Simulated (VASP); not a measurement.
Runs of VASP 6.6.1 on HgTe (rocksalt type). The structure is that of space group Fm-3m (No. 225), or close to it. The cells are those of the table. 

| task | cell | cutoff (eV) | gap on the mesh (eV) | pressure (GPa) |
| --- | --- | --- | --- | --- |
| relaxation of cell and atoms | relaxed to 22 GPa from a = 4.000 Å, angles 60.0°, 2 atoms | 600 | none | 22.0 |
| single point | a = 4.345 Å, angles 60.0°, 2 atoms | 520 | none | 0.1 |
| single point | a = 4.000 Å, angles 60.0°, 2 atoms | 520 | none | (a) |
| single point | a = 4.002 Å, angles 60.0°, 2 atoms | 520 | none | 22.4 |
| relaxation of cell and atoms | relaxed to 22 GPa from a = 4.002 Å, angles 60.0°, 2 atoms | 600 | none | 22.0 |

Alike in all rows: level PBE; potentials or basis VASP PAW PBE potentials, release 64 (Hg, Te); no spin polarisation; k mesh 12 × 12 × 12; smearing fermi-dirac 0.08 eV.

**Question.** Estimate the missing entries.

**Answer.** (a) 22.6.

Caveats: spin-orbit coupling is left out, which moves the levels of the heavy elements; the cell is relaxed towards a set pressure, so the run minimises the enthalpy, not the energy (at least some runs); the cell stands under pressure (at least some runs).

A k mesh can miss the band edges, and the runs leave out spin-orbit coupling on Hg, Te.

A gap of «none» marks levels without a gap at the run's occupations.
